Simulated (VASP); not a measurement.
A run of VASP 6.6.1 is set up as follows.

File INCAR:

```
PREC     = Accurate       # precision mode
ENCUT    = 600            # plane-wave cutoff, eV
EDIFF    = 1E-7           # SCF threshold, eV
ISMEAR   = 0              # smearing method
SIGMA    = 0.02           # smearing width, eV
LREAL    = False          # projectors in reciprocal space
LASPH    = True           # aspherical terms in the spheres
NELM     = 120            # most SCF steps
ALGO     = Normal         # electronic algorithm
ISIF     = 3              # what is computed and relaxed
LWAVE    = False          # write WAVECAR
LCHARG   = False          # write CHGCAR
GGA      = PS             # functional
IBRION   = 2              # ionic algorithm
NSW      = 100            # ionic steps
EDIFFG   = -0.002         # ionic threshold
GGA_COMPAT= False        
NELMIN   = 4
```

File KPOINTS:

```
regular mesh
0
Gamma
  8 8 8
```

The input POSCAR:

```
ZrO2
1.0
    0.0000000000      2.5450727100      2.5450727100
    2.5450727100      0.0000000000      2.5450727100
    2.5450727100      2.5450727100      0.0000000000
Zr O
1 2
Direct
    0.0000000000      0.0000000000      0.0000000000
    0.2500000000      0.2500000000      0.2500000000
    0.7500000000      0.7500000000      0.7500000000
```

Potentials or basis: VASP PAW PBE potentials, release 64 (Zr_sv, O).

Command:

```console
$ cat potpaw_PBE.64/Zr_sv/POTCAR potpaw_PBE.64/O/POTCAR > POTCAR
$ mpirun -np 1 vasp_std > vasp.out
```

Task: Predict the space group after relaxing (to 0.1 Å).

Result: Fm-3m (No. 225).

Task: Predict the relaxed volume.

Result: 10.83 Å³/atom.

Task: What does it give for the relaxed cell?

Result: a = 3.582 Å, b = 3.582 Å, c = 3.582 Å, α = 60.00°, β = 60.00°, γ = 60.00°.

Task: What does it give for the band gap on the k mesh?

Result: 3.32 eV (least direct gap 3.76 eV).

Final structure:
```
Zr O
1.0
     0.00000    2.53289    2.53289
     2.53289    0.00000    2.53289
     2.53289    2.53289    0.00000
Zr O
1 2
Cartesian
  0.0000 0.0000 0.0000
  1.2664 1.2664 1.2664
  3.7993 3.7993 3.7993
```

Caveat: the PAW data sets were made with another functional, which shifts forces and pressure a little. A k mesh can miss the band edges.
